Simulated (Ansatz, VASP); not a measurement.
Two plane-wave programs on MgO

```xyz
2
Lattice="0.0000 2.1022 2.1022 2.1022 0.0000 2.1022 2.1022 2.1022 0.0000" Properties=species:S:1:pos:R:3 pbc="T T T"
Mg    0.0000    0.0000    0.0000
O     2.1022    2.1022    2.1022
```

Alike in both runs: task single point; functional r2SCAN; k mesh 8 × 8 × 8; no spin polarisation.

|  | VASP | Ansatz |
| --- | --- | --- |
| version | VASP 6.6.1 | Ansatz 0.2.0 |
| potentials or method | VASP PAW PBE potentials, release 64 (Mg_sv, O) | plane waves, PAW |
| plane-wave cutoff (eV) | 660 | 500 |
| occupations | gaussian, width 0.01 eV | fixed |
| valence electrons in the cell | 16 | 16 |

```tsv
	VASP	Ansatz	Ansatz less VASP
gap on the k mesh at the Fermi level (eV)	5.71	5.68	-0.027
pressure (GPa)	-0.2	0.0	+0.18
```

VASP's potentials were made for PBE, not for r2SCAN.
